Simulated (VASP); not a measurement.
Input of a VASP 6.6.1 run:

Contents of INCAR:

```
SYSTEM = PbF2
PREC = Accurate ; ENCUT = 600
EDIFF = 1E-6 ; ISMEAR = 0
SIGMA = 0.03 ; LREAL = .False.
LASPH = .True. ; NELM = 80
ALGO = Normal ; ISIF = 3
LWAVE = .False. ; LCHARG = .False.
METAGGA = R2SCAN ; LMIXTAU = .True.
IBRION = 2 ; NSW = 90
EDIFFG = -0.01 ; PSTRESS = 65.5
KPAR = 4
```

Contents of KPOINTS:

```
Automatic mesh
0
Gamma
  4 8 4
  0 0 0
```

Contents of POSCAR:

```
PbF2
1.0
    6.4268900000      0.0000000000      0.0000000000
    0.0000000000      3.8909800000      0.0000000000
    0.0000000000      0.0000000000      7.6357400000
Pb F
4 8
Direct
    0.7560000000      0.7500000000      0.1030000000
    0.2440000000      0.2500000000      0.8970000000
    0.7440000000      0.2500000000      0.6030000000
    0.2560000000      0.7500000000      0.3970000000
    0.1420000000      0.7500000000      0.0850000000
    0.8580000000      0.2500000000      0.9150000000
    0.3580000000      0.2500000000      0.5850000000
    0.6420000000      0.7500000000      0.4150000000
    0.5510000000      0.7500000000      0.8140000000
    0.4490000000      0.2500000000      0.1860000000
    0.9490000000      0.2500000000      0.3140000000
    0.0510000000      0.7500000000      0.6860000000
```

Potentials or basis: VASP PAW PBE potentials, release 64 (Pb_d, F).

Command:

```console
$ cat potpaw_PBE.64/Pb_d/POTCAR potpaw_PBE.64/F/POTCAR > POTCAR
$ mpirun -np 4 vasp_std > vasp.out
```

Q: Predict the band gap on the k mesh.

A: 4.45 eV (least direct gap 4.71 eV).

Q: What does it give for the space group after relaxing (to 0.1 Å)?

A: Pnma (No. 62).

Forces on the atoms (eV/Å):
```
Pb   0.006  0.000 -0.007
Pb  -0.006  0.000  0.007
Pb  -0.006  0.000 -0.007
Pb   0.006  0.000  0.007
F    0.001  0.000 -0.003
F   -0.001  0.000  0.003
F   -0.001  0.000 -0.003
F    0.001  0.000  0.003
F   -0.007  0.000 -0.001
F    0.007  0.000  0.001
F    0.007  0.000 -0.001
F   -0.007  0.000  0.001
```

Caveat: the cell is relaxed towards a set pressure, so the run minimises the enthalpy, not the energy; the PAW data sets were made with another functional, which shifts forces and pressure a little; spin-orbit coupling is left out, which moves the levels of the heavy elements. r2SCAN opens gaps a little over a GGA but as a rule still falls short of measured ones.
